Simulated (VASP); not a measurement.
Wanted: the native input for a VASP 6.6.1 run.

```yaml
Task: single point
Functional: PBE
Potentials_or_basis: VASP PAW PBE potentials, release 64 (Ta_pv, K_sv, O)
Cutoff: 520 eV
k_mesh: 7 × 7 × 7
Occupations: fermi-dirac, width 0.05 eV
Spin: no spin polarisation
Dipole_correction: no
Further_INCAR_settings: ALGO = Normal; EDIFF = 1e-06; NBANDS = 27
```

The structure of KTaO3 lies in POSCAR:

```
KTaO3
1.0
    3.9343974464      0.0000000000      0.0000000000
    0.0000000000      3.9343974464      0.0000000000
    0.0000000000      0.0000000000      3.9343974464
Ta K O
1 1 3
Direct
    0.0000000000      0.0000000000      0.0000000000
    0.5000000000      0.5000000000      0.5000000000
    0.0000000000      0.0000000000      0.5000000000
    0.0000000000      0.5000000000      0.0000000000
    0.5000000000      0.0000000000      0.0000000000
```

This cell differs from its parent crystal: volume scaled by 0.96.

These files were run (other wordings do the same):

INCAR

```
SYSTEM = KTaO3
  ALGO = Normal
  EDIFF = 1E-6
  ENCUT = 520
  GGA = PE
  ISIF = 2
  ISMEAR = -1
  LASPH = .True.
  LCHARG = .False.
  LREAL = .False.
  LWAVE = .False.
  NBANDS = 27
  NELM = 100
  PREC = Accurate
  SIGMA = 0.05
```

KPOINTS

```
k-points
0
Gamma
  7 7 7
  0 0 0
```

Potentials or basis: VASP PAW PBE potentials, release 64 (Ta_pv, K_sv, O).

Run with:

```console
$ cat potpaw_PBE.64/Ta_pv/POTCAR potpaw_PBE.64/K_sv/POTCAR potpaw_PBE.64/O/POTCAR > POTCAR
$ mpirun -np 1 vasp_std > vasp.out
```

Results of the run:

```json
{
  "Pressure": "15.7 GPa",
  "Band gap on the k mesh": "2.33 eV, indirect (least direct gap 2.86 eV)"
}
```

Caveat: spin-orbit coupling is left out, which moves the levels of the heavy elements.

Run time: 40 s on 1 thread of Intel(R) Xeon(R) Platinum 8488C (Sapphire Rapids), with other jobs on the host, peak memory 0.18 GiB.
